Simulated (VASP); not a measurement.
Write the native input for VASP 6.6.1 that does the following.

* Task: single point
* Functional: LDA
* Potentials or basis: VASP PAW LDA potentials, release 64 (P)
* Cutoff: 520 eV
* k mesh: 1 × 1 × 1
* Occupations: fermi-dirac, width 0.01 eV
* Spin: collinear spin
* Starting moments: [3.0] μB
* Dipole correction: no
* Further INCAR settings: ALGO = Normal; EDIFF = 1e-07; NBANDS = 12; ISYM = 0

The structure of P lies in POSCAR:

```
P
1.0
   14.0000000000      0.0000000000      0.0000000000
    0.0000000000     14.4000000000      0.0000000000
    0.0000000000      0.0000000000     14.8000000000
P
1
Direct
    0.5000000000      0.5000000000      0.5000000000
```

These files were run (other wordings do the same):

INCAR

```
PREC = Accurate
ENCUT = 520
EDIFF = 1E-7
ISMEAR = -1
SIGMA = 0.01
LREAL = False
LASPH = True
NELM = 150
ALGO = Normal
ISIF = 2
LWAVE = False
LCHARG = False
ISPIN = 2
MAGMOM = 3
LORBIT = 11
ISYM = 0
NBANDS = 12
```

KPOINTS

```
Automatic mesh
0
Gamma
  1 1 1
```

Potentials or basis: VASP PAW LDA potentials, release 64 (P).

Launch:

```console
$ cat potpaw_LDA.64/P/POTCAR > POTCAR
$ mpirun -np 1 vasp_gam > vasp.out
```

Results of the run:

```json
{"Pressure": "0.0 GPa", "Band gap on the k mesh": "2.08 eV", "Net moment": "3.00 μB per cell", "Site moments": "P +1.21 μB", "Valence electrons inside the program's atomic spheres": "P 2.34"}
```

It took 3.1 min on 1 thread of Intel(R) Xeon(R) Platinum 8259CL CPU @ 2.50GHz (Skylake/Cascade Lake) (shared host), peak memory 1.5 GiB.
